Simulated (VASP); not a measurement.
A run of VASP 6.6.1 is set up as follows.

The input INCAR:

```
SYSTEM = PbSe
ALGO = Normal ; EDIFF = 1E-8
ENCUT = 520 ; GGA = PE
ISIF = 2 ; ISMEAR = -1
LASPH = .TRUE. ; LCHARG = .FALSE.
LEFG = .TRUE. ; LREAL = .FALSE.
LWAVE = .FALSE. ; NBANDS = 17
NELM = 60 ; PREC = Accurate
SIGMA = 0.01
```

Contents of KPOINTS:

```
k-points
0
G
  9 9 9
  0 0 0
```

Contents of POSCAR:

```
PbSe
1.0
    0.0000000000      3.1024460684      3.1024460684
    3.1024460684      0.0000000000      3.1024460684
    3.1024460684      3.1024460684      0.0000000000
Pb Se
1 1
Direct
    0.0000000000      0.0000000000      0.0000000000
    0.5000000000      0.5000000000      0.5000000000
```

Potentials or basis: VASP PAW PBE potentials, release 64 (Pb_d, Se).

Launch:

```sh
$ cat potpaw_PBE.64/Pb_d/POTCAR potpaw_PBE.64/Se/POTCAR > POTCAR
$ mpirun -np 1 vasp_std > vasp.out
```

Problem. Predict the pressure.

Solution. 0.3 GPa.

Caveat: without QUAD_EFG the Cq values of the log hold for a quadrupole moment of 1 mb, not for the nuclei.
